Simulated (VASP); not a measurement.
Input of a VASP 6.6.1 run:

Contents of INCAR:

```
ALGO = Normal
EDIFF = 1E-7
ENCUT = 520
GGA = CA
ISIF = 2
ISMEAR = 0
LASPH = True
LCHARG = True
LELF = True
LREAL = False
LVHAR = True
LWAVE = False
NBANDS = 24
NELM = 80
PREC = Accurate
SIGMA = 0.05
```

The input KPOINTS:

```
k-points
0
Gamma
  6 6 6
```

POSCAR

```
ScF3
1.0
    4.0124500000      0.0000000000      0.0000000000
    0.0000000000      4.0124500000      0.0000000000
    0.0000000000      0.0000000000      4.0124500000
Sc F
1 3
Direct
    0.0654213760      0.0000000000      0.0000000000
    0.5000000000      0.0000000000      0.0000000000
    0.0000000000      0.5000000000      0.0000000000
    0.0000000000      0.0000000000      0.5000000000
```

Potentials or basis: VASP PAW LDA potentials, release 64 (Sc_sv, F).

The run is started by

```bash
$ cat potpaw_LDA.64/Sc_sv/POTCAR potpaw_LDA.64/F/POTCAR > POTCAR
$ mpirun -np 1 vasp_std > vasp.out
```

**Question.** Predict the pressure.

**Answer.** 2.1 GPa.

**Question.** What does it give for the largest force?

**Answer.** 4.370 eV/Å.

Stress tensor (GPa, compression positive):
```
13.33  0.00  0.00
 0.00 -3.49  0.00
 0.00  0.00 -3.49
```

Caveat: the cell differs from its parent crystal (all Sc atoms moved +0.263 Å, as atom 1 along Cartesian [1 0 0]); forces of over 1 eV/Å act on the atoms, so gaps and moduli don't describe the material at rest.
